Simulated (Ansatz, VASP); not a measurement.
**W in VASP and in Ansatz**

INCAR

```
SYSTEM = W
ALGO = Normal
EDIFF = 1E-6
ENCUT = 520
GGA = PE
ISIF = 2
ISMEAR = -1
LASPH = .True.
LCHARG = .False.
LREAL = .False.
LWAVE = .False.
NBANDS = 13
NELM = 80
PREC = Accurate
SIGMA = 0.1
```

File KPOINTS:

```
k-points
0
Gamma
  18 18 18
  0 0 0
```

File POSCAR:

```
W
1.0
    0.0000000000      1.7753340210      1.7753340210
    1.7753340210      0.0000000000      1.7753340210
    1.7753340210      1.7753340210      0.0000000000
W
1
Direct
    0.0000000000      0.0000000000      0.0000000000
```

Input for Ansatz:

```yaml
crystal:
  lattice:
    - [0.0, 1.775334021, 1.775334021]
    - [1.775334021, 0.0, 1.775334021]
    - [1.775334021, 1.775334021, 0.0]
  atoms:
    - { symbol: W, position: [0.0, 0.0, 0.0] }
kpoints:
  mp_grid: { grid: [18, 18, 18] }
scf:
  occupations: { method: fermi_dirac, width: 0.1 }
hamiltonian:
  xc: pbe
  pseudopotentials: { kind: all_electron, lapw: { basis_error: 0.001 } }
output:
  forces: true
  stress: true
  eigenvalues: true
  populations: true
```

Change from the starting cell: volume scaled by 0.68, LAPW.

Alike in both runs: task single point; functional PBE; k mesh 18 × 18 × 18; occupations fermi-dirac, width 0.1 eV; no spin polarisation.

|  | VASP | Ansatz |
| --- | --- | --- |
| version | VASP 6.6.1 | Ansatz 0.2.0 |
| potentials or method | VASP PAW PBE potentials, release 64 (W_sv), cutoff 520 eV | all-electron LAPW, scalar-relativistic |

|  | VASP | Ansatz | Ansatz less VASP |
| --- | --- | --- | --- |
| pressure (GPa) | 234.5 | 226.6 | -7.94 |

Both programs put the cell under a high pressure, so it lies far from rest at this level. Ansatz ran all-electron here, and VASP with PAW potentials.

Spin-orbit coupling is off throughout. Noted on VASP's run: the cell as given lies far from equilibrium.
